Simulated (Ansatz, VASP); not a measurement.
# SiNi in VASP and in Ansatz

Contents of INCAR:

```
  PREC = Accurate
  ENCUT = 600
  EDIFF = 1E-6
  ISMEAR = -1
  SIGMA = 0.05
  LREAL = False
  LASPH = True
  NELM = 150
  ALGO = Fast
  ISIF = 3
  LWAVE = False
  LCHARG = False
  ISPIN = 2
  MAGMOM = 1 1 0 0
  LORBIT = 11
  LMAXMIX = 4
  GGA = RE
  IBRION = 2
  NSW = 60
  EDIFFG = -0.01
```

Contents of KPOINTS:

```
regular mesh
0
Gamma
  9 8 6
```

POSCAR

```
SiNi
1.0
    2.9427706600      0.0000000000      0.0000000000
    0.0000000000      3.2803255400      0.0000000000
    0.0000000000      0.0000000000      4.6774467600
Ni Si
2 2
Direct
    0.5000000000      0.5000000000      0.3424955900
    0.0000000000      0.0000000000      0.6575044100
    0.5000000000      0.5000000000      0.8431431600
    0.0000000000      0.0000000000      0.1568568400
```

The input input.yaml:

```yaml
crystal:
  lattice:
    - [2.94277066, 0.0, 0.0]
    - [0.0, 3.28032554, 0.0]
    - [0.0, 0.0, 4.67744676]
  atoms:
    - { symbol: Ni, position: [0.5, 0.5, 0.34249559], spin: 1.0 }
    - { symbol: Ni, position: [0.0, 0.0, 0.65750441], spin: 1.0 }
    - { symbol: Si, position: [0.5, 0.5, 0.84314316] }
    - { symbol: Si, position: [0.0, 0.0, 0.15685684] }
hamiltonian:
  xc: revpbe
  pseudopotentials: { kind: paw }
magnetization:
  spin_polarized: true
kpoints:
  mp_grid: { grid: [9, 8, 6] }
scf:
  occupations: { method: fermi_dirac, width: 0.05 }
output:
  forces: true
  stress: true
  eigenvalues: true
  write_density: true
  write_potential: true
  elf: true
  volumetric_format: npy
relax:
  f_tol: 0.01
  max_steps: 40
  cell: { stress_tol: 0.05 }
```

Alike in both runs: task relaxation of cell and atoms; functional revPBE; k mesh 9 × 8 × 6; occupations fermi-dirac, width 0.05 eV; collinear spin.

```csv
,VASP,Ansatz
version,VASP 6.6.1,Ansatz 0.2.0
potentials or method,"VASP PAW PBE potentials, release 64 (Ni, Si)",Ansatz PAW
plane-wave cutoff (eV),600,420
valence electrons in the cell,28,44
```

```tsv
	VASP	Ansatz	Ansatz less VASP
gap on the k mesh at the Fermi level, each at its own relaxed structure (eV)	none	none	-
net moment per atom (μB)	0.00	0.00	0.000
relaxed volume (Å³/atom)	11.86	11.88	+0.021
relaxed length of the cell vector where the two differ most in proportion (Å)	3.006	3.013	+0.0069
```

VASP's potentials were made for PBE, not for revPBE. A gap of «none» marks a metal or a gap that the smearing closes. VASP's potentials hold 28 valence electrons a cell and Ansatz's 44, so a difference there can come from the potentials and not from the codes.

Noted on Ansatz's run: the plane-wave basis is chosen anew once the cell has moved, so the energies of steps on either side of that aren't comparable.
